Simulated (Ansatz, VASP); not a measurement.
**Two plane-wave programs on ZnS**

```
CELL_PARAMETERS angstrom
0.00000 2.67826 2.67826
2.67826 0.00000 2.67826
2.67826 2.67826 0.00000
ATOMIC_POSITIONS crystal
Zn 0.00000 0.00000 0.00000
S 0.91168 0.69611 0.69611
```

Change from the starting cell: all S atoms moved -0.500 Å, as atom 2 towards its neighbour atom 1 (Zn) at 2.319 Å.

Alike in both runs: task single point; functional PBEsol; k mesh 10 × 10 × 10; occupations gaussian, width 0.05 eV; no spin polarisation.

|  | VASP | Ansatz |
| --- | --- | --- |
| version | VASP 6.6.1 | Ansatz 0.2.0 |
| potentials or method | VASP PAW PBE potentials, release 64 (Zn, S), cutoff 520 eV | scalar-relativistic, plane waves, PAW |
| valence electrons in the cell | 18 | 18 |

|  | VASP | Ansatz | Ansatz less VASP |
| --- | --- | --- | --- |
| gap on the k mesh at the Fermi level (eV) | 2.21 | 2.19 | -0.013 |
| least direct gap on the mesh (eV) | 2.21 | 2.19 | -0.013 |
| pressure (GPa) | 4.1 | 3.9 | -0.21 |
| traceless stress, the component that is largest in VASP (GPa) | 2.76 | 2.68 | -0.079 |
| rms of the force components (eV/Å) | 0.467 | 0.463 | -0.0033 |

VASP's potentials were made for PBE, not for PBEsol. Atom by atom the forces differ by 0.003 eV/Å (rms over components). With one functional, cell and mesh, what is left measures potentials, basis and numerics.
